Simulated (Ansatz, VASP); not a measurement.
## NaTl in VASP and in Ansatz

```
CELL_PARAMETERS angstrom
0.00000 3.72281 3.72281
3.72281 0.00000 3.72281
3.72281 3.72281 0.00000
ATOMIC_POSITIONS crystal
Na 0.50000 0.50000 0.50000
Na 0.75000 0.75000 0.75000
Tl 0.00000 0.00000 0.00000
Tl 0.25000 0.25000 0.25000
```

Change from the starting cell: volume scaled by 0.99.

Alike in both runs: task single point; functional PBEsol; k mesh 10 × 10 × 10; occupations fermi-dirac, width 0.05 eV; no spin polarisation.

```csv
,VASP,Ansatz
version,VASP 6.6.1,Ansatz 0.2.0
potentials or method,"VASP PAW PBE potentials, release 64 (Na_pv, Tl_d), cutoff 520 eV","all-electron LAPW, scalar-relativistic"
```

|  | VASP | Ansatz | Ansatz less VASP |
| --- | --- | --- | --- |
| pressure (GPa) | 0.3 | 0.3 | +0.02 |

VASP's potentials were made for PBE, not for PBEsol. Ansatz ran all-electron here, and VASP with PAW potentials.

Spin-orbit coupling is off throughout.
